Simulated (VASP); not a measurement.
Input of a VASP 6.6.1 run:

Contents of INCAR:

```
SYSTEM = AlN
PREC     = Accurate       ! precision mode
ENCUT    = 520            ! plane-wave cutoff, eV
EDIFF    = 1E-7           ! SCF threshold, eV
ISMEAR   = 0              ! smearing method
SIGMA    = 0.02           ! smearing width, eV
LREAL    = .FALSE.        ! projectors in reciprocal space
LASPH    = .TRUE.         ! aspherical terms in the spheres
NELM     = 100            ! most SCF steps
ALGO     = Normal         ! electronic algorithm
ISIF     = 2              ! what is computed and relaxed
LWAVE    = .FALSE.        ! write WAVECAR
LCHARG   = .FALSE.        ! write CHGCAR
GGA      = PE             ! functional
NBANDS   = 16             ! bands
```

Contents of KPOINTS:

```
regular mesh
0
G
  12 12 6
  0 0 0
```

POSCAR

```
AlN
1.0
    3.1464075468      0.0000000000      0.0000000000
   -1.5732037734      2.7248688662      0.0000000000
    0.0000000000      0.0000000000      5.0487692038
Al N
2 2
Direct
    0.6666666667      0.3333333333      0.4993672551
    0.3333333333      0.6666666667      0.9993672551
    0.6666666667      0.3333333333      0.8806327449
    0.3333333333      0.6666666667      0.3806327449
```

Potentials or basis: VASP PAW PBE potentials, release 64 (Al, N).

Run with:

```sh
$ cat potpaw_PBE.64/Al/POTCAR potpaw_PBE.64/N/POTCAR > POTCAR
$ mpirun -np 1 vasp_std > vasp.out
```

Task: Estimate the band gap on the k mesh.

Result: 3.91 eV.

Task: Estimate the pressure.

Result: -3.3 GPa.

Caveat: the cell stands under tension. A k mesh can miss the band edges.
